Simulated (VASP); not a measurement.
Crystal: Mg4Be5Zn3S12.

```
CELL_PARAMETERS angstrom
5.45014 3.14664 0.00000
0.00000 6.29328 5.88615
5.45014 -3.14664 5.88615
ATOMIC_POSITIONS crystal
Be 0.16395 0.83421 0.16459
Be 0.66742 0.99917 0.00199
Be 0.07977 0.58555 0.91620
Be 0.58223 0.42064 0.08303
Be 0.57832 0.75235 0.75039
Mg 0.16502 0.16783 0.83336
Mg 0.16625 0.49794 0.50010
Mg 0.66407 0.33721 0.67393
Mg 0.08622 0.91704 0.58204
S 0.98149 0.35541 0.02159
S 0.97608 0.68590 0.69635
S 0.98249 0.01855 0.35407
S 0.48051 0.52223 0.85454
S 0.48047 0.85933 0.52430
S 0.47301 0.18922 0.18746
S 0.89340 0.43927 0.44020
S 0.89242 0.77414 0.10377
S 0.89560 0.10542 0.77012
S 0.39295 0.60464 0.27175
S 0.39681 0.93828 0.93773
S 0.39039 0.27432 0.60441
Zn 0.66772 0.66534 0.33329
Zn 0.07883 0.25137 0.25357
Zn 0.59108 0.08057 0.41550
```

```yaml
Program: VASP 6.6.1
Task: relaxation of cell and atoms
Functional: PBE
Potentials_or_basis: VASP PAW PBE potentials, release 64 (Be, Mg, S, Zn)
Cutoff: 600 eV
k_mesh: 2 × 2 × 2, shifted
Occupations: gaussian, width 0.1 eV
Spin: no spin polarisation
```

At the start: pressure 11.8 GPa; volume 16.82 Å³/atom.

Where does the relaxation end?

Over 16 steps the energy falls by 191.5 meV/atom and the volume is 18.49 Å³/atom (+9.9 %); space group P1 (No. 1, to 0.1 Å) before and after.

The path:
```tsv
step	energy change (eV)	largest force (eV/Å)	pressure (GPa)	volume (Å³)
1	0.0000	3.8327	11.78	403.78
2	-3.2795	0.9189	-4.13	480.43
3	-3.4268	1.1910	-2.05	464.87
4	-3.9882	0.6567	-1.08	455.35
5	-4.3354	0.6823	1.01	439.82
6	-4.5168	0.3191	0.10	443.84
7	-4.5247	0.2836	-0.12	444.89
8	-4.5633	0.1667	0.04	443.91
9	-4.5691	0.1744	0.14	443.35
10	-4.5813	0.1059	-0.06	444.61
11	-4.5829	0.1282	-0.16	445.25
12	-4.5901	0.0689	0.04	444.02
13	-4.5911	0.0869	0.15	443.36
14	-4.5946	0.0503	-0.08	444.61
15	-4.5946	0.0529	-0.11	444.72
16	-4.5962	0.0245	0.04	443.84
```

Final structure:
```
CELL_PARAMETERS angstrom
5.53538 3.19199 -0.04027
-0.07398 6.43578 6.09566
5.57948 -3.34490 6.16220
ATOMIC_POSITIONS crystal
Be 0.18264 0.82922 0.15262
Be 0.67131 0.99688 0.00427
Be 0.06222 0.59935 0.93019
Be 0.57400 0.43188 0.07716
Be 0.57869 0.74645 0.77274
Mg 0.16474 0.16295 0.84859
Mg 0.16291 0.50797 0.49718
Mg 0.65257 0.34250 0.68050
Mg 0.08281 0.90890 0.58687
S 0.94715 0.38890 0.02005
S 0.94964 0.67715 0.72212
S 0.01237 0.00302 0.32686
S 0.44311 0.54334 0.87608
S 0.50340 0.83834 0.54397
S 0.50354 0.19495 0.16235
S 0.88749 0.43256 0.42792
S 0.90759 0.78650 0.09412
S 0.86904 0.09308 0.79388
S 0.39259 0.61361 0.24682
S 0.41960 0.91922 0.95235
S 0.39508 0.25959 0.59686
Zn 0.67114 0.67392 0.32447
Zn 0.09315 0.25012 0.23344
Zn 0.59974 0.07552 0.40287
```

Caveat: the k points lie up to 0.55 Å⁻¹ apart in the final cell.
